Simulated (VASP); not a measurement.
# O (Fm-3m) in VASP: single point with LDA

Aim: the single point of O with LDA.

Everything below comes from runs of VASP 6.6.1. Logs are shortened: lines on timing, memory, paths and dates and some standing lists are left out, and cuts for length are marked.

**1. The cell of the first run**

Symmetry: Fm-3m, No. 225, cubic system. Conventional cell: a = 3.067 Å, b = 3.067 Å, c = 3.067 Å, α = 90.00°, β = 90.00°, γ = 90.00°. Within 2.9 Å of O (site symmetry m-3m) lie 12 O at 2.17 Å.

**2. Single point, LDA**

File INCAR:

```
SYSTEM = O
ALGO     = Normal         ! electronic algorithm
EDIFF    = 1E-6           ! SCF threshold, eV
ENCUT    = 520            ! plane-wave cutoff, eV
GGA      = CA             ! functional
ISIF     = 2              ! what is computed and relaxed
ISMEAR   = -1             ! smearing method
LASPH    = .True.         ! aspherical terms in the spheres
LCHARG   = .False.        ! write CHGCAR
LREAL    = .False.        ! projectors in reciprocal space
LWAVE    = .False.        ! write WAVECAR
NBANDS   = 9              ! bands
NELM     = 80             ! most SCF steps
PREC     = Accurate       ! precision mode
SIGMA    = 0.13605693000000002 ! smearing width, eV
```

File KPOINTS:

```
k-points
0
Gamma
  18 18 18
  0 0 0
```

File POSCAR:

```
O
1.0
    0.0000000000      1.5335407197      1.5335407197
    1.5335407197      0.0000000000      1.5335407197
    1.5335407197      1.5335407197      0.0000000000
O
1
Direct
    0.0000000000      0.0000000000      0.0000000000
```

Potentials or basis: VASP PAW LDA potentials, release 64 (O).

Started as:

```sh
$ cat potpaw_LDA.64/O/POTCAR > POTCAR
$ mpirun -np 1 vasp_std > vasp.out
```

OUTCAR:

```text
SYSTEM = O
   EDIFF = 1E-6
   ENCUT = 520
   GGA = CA
   ISIF = 2
   ISMEAR = -1
   LASPH = .True.
   LREAL = .False.
   NELM = 80
   PREC = Accurate

 ion  position               nearest neighbor table
   1  0.000  0.000  0.000-

  LATTYP: Found a face centered cubic cell.
 ALAT       =     3.0670814394

  Lattice vectors:

 A1 = (   0.0000000000,   1.5335407197,   1.5335407197)
 A2 = (   1.5335407197,   0.0000000000,   1.5335407197)
 A3 = (   1.5335407197,   1.5335407197,   0.0000000000)

Analysis of symmetry for initial positions (statically):
=====================================================================
 Subroutine PRICEL returns:
 Original cell was already a primitive cell.

 Routine SETGRP: Setting up the symmetry group for a
 face centered cubic supercell.

 Subroutine GETGRP returns: Found 48 space group operations
 (whereof 48 operations were pure point group operations)
 out of a pool of 48 trial point group operations.

The static configuration has the point symmetry O_h .

Analysis of symmetry for dynamics (positions and initial velocities):
=====================================================================
 Subroutine PRICEL returns:
 Original cell was already a primitive cell.

 Routine SETGRP: Setting up the symmetry group for a
 face centered cubic supercell.

 Subroutine GETGRP returns: Found 48 space group operations
 (whereof 48 operations were pure point group operations)
 out of a pool of 48 trial point group operations.

The dynamic configuration has the point symmetry O_h .

 Subroutine INISYM returns: Found 48 space group operations
 (whereof 48 operations are pure point group operations),
 and found     1 'primitive' translations

----------------------------------------------------------------------------------------

                                     Primitive cell

  volume of cell :       7.2130

  direct lattice vectors                    reciprocal lattice vectors
     0.000000000  1.533540720  1.533540720    -0.326042859  0.326042859  0.326042859
     1.533540720  0.000000000  1.533540720     0.326042859 -0.326042859  0.326042859
     1.533540720  1.533540720  0.000000000     0.326042859  0.326042859 -0.326042859

  length of vectors
     2.168754084  2.168754084  2.168754084     0.564722797  0.564722797  0.564722797

  position of ions in fractional coordinates (direct lattice)
     0.000000000  0.000000000  0.000000000

  ion indices of the primitive-cell ions
   primitive index   ion index
                 1           1

----------------------------------------------------------------------------------------

 KPOINTS: k-points

Automatic generation of k-mesh.
 Grid dimensions read from file:
 generate k-points for:   18   18   18

 Generating k-lattice:

  Cartesian coordinates                     Fractional coordinates (reciprocal lattice)
    -0.018113492  0.018113492  0.018113492     0.055555556  0.000000000  0.000000000
     0.018113492 -0.018113492  0.018113492     0.000000000  0.055555556  0.000000000
     0.018113492  0.018113492 -0.018113492     0.000000000  0.000000000  0.055555556

  Length of vectors
     0.031373489  0.031373489  0.031373489

  Shift w.r.t. Gamma in fractional coordinates (k-lattice)
     0.000000000  0.000000000  0.000000000

 Subroutine IBZKPT returns following result:
 ===========================================

 Found    195 irreducible k-points:

 Following reciprocal coordinates:
            Coordinates               Weight
  0.000000  0.000000  0.000000      1.000000
  0.055556  0.000000  0.000000      8.000000
  0.111111  0.000000  0.000000      8.000000
  0.166667  0.000000  0.000000      8.000000
  0.222222  0.000000  0.000000      8.000000
  0.277778  0.000000  0.000000      8.000000
[... 16 lines left out ...]
 -0.277778  0.055556  0.000000     24.000000
 -0.222222  0.055556  0.000000     24.000000
 [... further k-points ...]
   k-points           NKPTS =    195   k-points in BZ     NKDIM =    195   number of bands    NBANDS=      9
   number of dos      NEDOS =    301   number of ions     NIONS =      1
   total plane-waves  NPLWV =   4096
   dimension x,y,z NGX =    16 NGY =   16 NGZ =   16
   dimension x,y,z NGXF=    32 NGYF=   32 NGZF=   32
   ions per type =               1
   NGX,Y,Z   is equivalent  to a cutoff of  12.26, 12.26, 12.26 a.u.
   NGXF,Y,Z  is equivalent  to a cutoff of  24.53, 24.53, 24.53 a.u.
 SYSTEM =  O
   PREC   = accura    normal or accurate (medium, high low for compatibility)
   ISTART =      0    job   : 0-new  1-cont  2-samecut
   ICHARG =      2    charge: 1-file 2-atom 10-const
   ISPIN  =      1    spin polarized calculation?
   LNONCOLLINEAR =      F non collinear calculations
   LSORBIT =      F    spin-orbit coupling
   LASPH  =      T    aspherical Exc in radial PAW
   ENCUT  =  520.0 eV  38.22 Ry    6.18 a.u.   4.03  4.03  4.03*2*pi/ulx,y,z
   NELM   =     80;   NELMIN=  2; NELMDL= -5     # of ELM steps
   EDIFF  = 0.1E-05   stopping-criterion for ELM
   LREAL  =      F    real-space projection
   EDIFFG = 0.1E-04   stopping-criterion for IOM
   NSW    =      0    number of steps for IOM
   IBRION =     -1    ionic relax: 0-MD 1-quasi-New 2-CG
   NFREE  =      0    steps in history (QN), initial steepest desc. (CG)
   ISIF   =      2    stress and relaxation
   ISYM   =      2    0-nonsym 1-usesym 2-fastsym
   POTIM  = 0.5000    time-step for ionic-motion
   TEBEG  =    0.0;   TEEND  =   0.0 temperature during run
   PSTRESS=    0.0 pullay stress
   NELECT =       6.0000    total number of electrons
   NUPDOWN=      -1.0000    fix difference up-down
   EMIN   =  10.00;   EMAX   =-10.00  energy-range for DOS
   EFERMI =   0.00;   METHOD = LEGACY
   ISMEAR =    -1;   SIGMA  =   0.14  broadening in eV -4-tet -1-fermi 0-gaus
   EFERMI_NEDOS =   21; number of points for ismear=-14 and -15
   IALGO  =     38    algorithm
   IMIX   =      4    mixing-type and parameters
     AMIX     =   0.40;   BMIX     =  1.00
     AMIX_MAG =   1.60;   BMIX_MAG =  1.00
  volume/ion in A,a.u.               =       7.21        48.68
  Fermi-wavevector in a.u.,A,eV,Ry     =   1.539643  2.909503 32.252604  2.370500
  Thomas-Fermi vector in A             =   2.645842
   LORBIT       =      0    0 simple, 1 ext, 2 COOP (PROOUT), +10 PAW based schemes
   GGA     = CA    functional components
   LHFCALC =     F    Hartree Fock is set to
   AEXX    =    0.0000 exact exchange contribution
   IVDW    =     0    specifies the selected vdW correction
   LEPSILON=     F    determine dielectric tensor
   LRPA    =     F    only Hartree local field effects (RPA)
 non-spin polarized calculation
  energy-cutoff  :      520.00
  volume of cell :        7.21
 maximum number of plane-waves:       202
   NGX =  9   NGY =  9   NGZ =  9

 number of electron       6.0000002 magnetization

 Free energy of the ion-electron system (eV)
  ---------------------------------------------------
  ext. energy  EPLUGINS =         0.00000000
  ---------------------------------------------------
  free energy    TOTEN  =        -3.13550510 eV

  energy without entropy =       -3.07145192  energy(sigma->0) =       -3.10347851

 E-fermi :   3.0048     XC(G=0): -13.2224

 val. band max:        2.9997469064   @ k =   0.4444   0.3333   0.1111
 cond. band min:       3.0168831667   @ k =   0.5000   0.2778   0.0556
 fundamental gap:      0.0171362604
 Fermi energy:         3.0048383289

 k-point     1 :       0.0000    0.0000    0.0000
  band No.  band energies     occupation
      1     -19.0297      2.00000
      2       5.1631      0.00000
      3       5.1631      0.00000
      4       5.1631      0.00000
      5      23.0267      0.00000
      6      38.5592      0.00000
      7      38.5592      0.00000
      8      38.5592      0.00000
      9      43.3661      0.00000

 k-point     2 :       0.0556    0.0000    0.0000
  band No.  band energies     occupation
      1     -18.9275      2.00000
      2       4.8898      0.00000
      3       5.1329      0.00000
      4       5.1329      0.00000
      5      23.1837      0.00000
      6      37.1776      0.00000
      7      38.6790      0.00000
      8      38.6790      0.00000
      9      44.9262      0.00000

 k-point     3 :       0.1111    0.0000    0.0000
  band No.  band energies     occupation
      1     -18.6240      2.00000
      2       4.1081      0.00060
      3       5.0468      0.00000
      4       5.0468      0.00000
      5      23.6138      0.00000
      6      34.9532      0.00000
      7      38.9527      0.00000
      8      38.9527      0.00000
      9      46.7924      0.00000

 k-point     4 :       0.1667    0.0000    0.0000
  band No.  band energies     occupation
      1     -18.1280      2.00000
      2       2.9167      1.31315
      3       4.9179      0.00000
      4       4.9179      0.00000
      5      24.2111      0.00000
      6      32.9363      0.00000
      7      39.0974      0.00000
      8      39.0974      0.00000
      9      46.0626      0.00000

 k-point     5 :       0.2222    0.0000    0.0000
  band No.  band energies     occupation
      1     -17.4563      2.00000
      2       1.4425      1.99998
      3       4.7641      0.00000
      4       4.7641      0.00000
      5      24.8340      0.00000
      6      31.3189      0.00000
      7      38.7696      0.00000
      8      38.7696      0.00000
      9      44.7172      0.00000

 k-point     6 :       0.2778    0.0000    0.0000
  band No.  band energies     occupation
      1     -16.6379      2.00000
      2      -0.1790      2.00000
      3       4.6059      0.00002
      4       4.6059      0.00002
      5      25.3346      0.00000
      6      30.1656      0.00000
      7      38.0313      0.00000
      8      38.0313      0.00000
      9      43.6114      0.00000
[... 169 lines left out ...]
 k-point    21 :      -0.3889    0.0556    0.0000
  band No.  band energies     occupation
      1     -14.4818      2.00000
      2      -3.6118      2.00000
      3       3.9956      0.00137
      4       4.3549      0.00010
      5      25.7907      0.00000
      6      28.9416      0.00000
      7      35.4438      0.00000
      8      36.5138      0.00000
      9      43.7832      0.00000

 k-point    22 :      -0.3333    0.0556    0.0000
  band No.  band energies     occupation
      1     -15.3434      2.00000
      2      -2.2652      2.00000
      3       4.0628      0.00084
      4       4.5020      0.00003
      5      25.7717      0.00000
      6      29.2383      0.00000
      7      35.8824      0.00000
      8      37.1078      0.00000
      9      44.2123      0.00000

 k-point    23 :      -0.2778    0.0556    0.0000
  band No.  band energies     occupation
      1     -16.2610      2.00000
      2      -0.6947      2.00000
      3       4.1838      0.00034
      4       4.6684      0.00001
      5      25.5614      0.00000
      6      29.8285      0.00000
      7      36.5340      0.00000
      8      37.9508      0.00000
      9      44.8769      0.00000

 k-point    24 :      -0.2222    0.0556    0.0000
  band No.  band energies     occupation
      1     -17.1137      2.00000
      2       0.9151      2.00000
      3       4.3479      0.00010
      4       4.8356      0.00000
      5      25.1172      0.00000
      6      30.8117      0.00000
      7      37.3296      0.00000
      8      38.8989      0.00000
      9      44.7691      0.00000

 [... further k-points ...]
[... 5 lines left out ...]
  --------------------------------------------------------------------------------------
  -------------------------------------------------------------------------------------
  Total        0.0183577      0.0183577      0.0183577      0.0000000      0.0000000      0.0000000
  in kB        4.0776700      4.0776700      4.0776700      0.0000000      0.0000000      0.0000000
  external PRESSURE =       4.0776700 kB  Pullay stress =       0.0000000 kB

 VOLUME and BASIS-vectors are now :
 -----------------------------------------------------------------------------
  energy-cutoff  :      520.00
  volume of cell :        7.21
      direct lattice vectors                 reciprocal lattice vectors
     0.000000000  1.533540720  1.533540720    -0.326042859  0.326042859  0.326042859
     1.533540720  0.000000000  1.533540720     0.326042859 -0.326042859  0.326042859
     1.533540720  1.533540720  0.000000000     0.326042859  0.326042859 -0.326042859

 POSITION                                       TOTAL-FORCE (eV/Angst)
 -----------------------------------------------------------------------------------
      0.00000      0.00000      0.00000        -0.000000     -0.000000     -0.000000
 -----------------------------------------------------------------------------------
    total drift:                                0.000000      0.000000      0.000000

  FREE ENERGIE OF THE ION-ELECTRON SYSTEM (eV)
  ---------------------------------------------------
  free  energy   TOTEN  =        -3.1355050961 eV

  energy  without entropy=       -3.0714519165  energy(sigma->0) =       -3.10347851
```

It took 3.4 s on 1 thread of Intel Xeon 6975P-C, shared host; peak memory 0.11 GiB.

What came out:

```yaml
Free_energy: -3.1355 eV
Pressure: 0.4 GPa
Band_gap_on_the_k_mesh: zero (band 3 reaches 5.16 eV, above the bottom of band 4 at 1.18 eV)
```

Levels at points of the mesh, in eV from the Fermi level:
```
           k point  band 1  band 2  band 3  band 4  band 5  band 6  band 7
(0.00, 0.00, 0.00)  -22.03    2.16    2.16    2.16   20.02   35.55   35.55
(0.50, 0.00, 0.00)  -16.82   -7.76    1.24    1.24   22.52   26.10   32.96
(0.50, 0.50, 0.00)  -15.04   -6.52   -0.86   -0.86   17.00   21.89   31.06
```
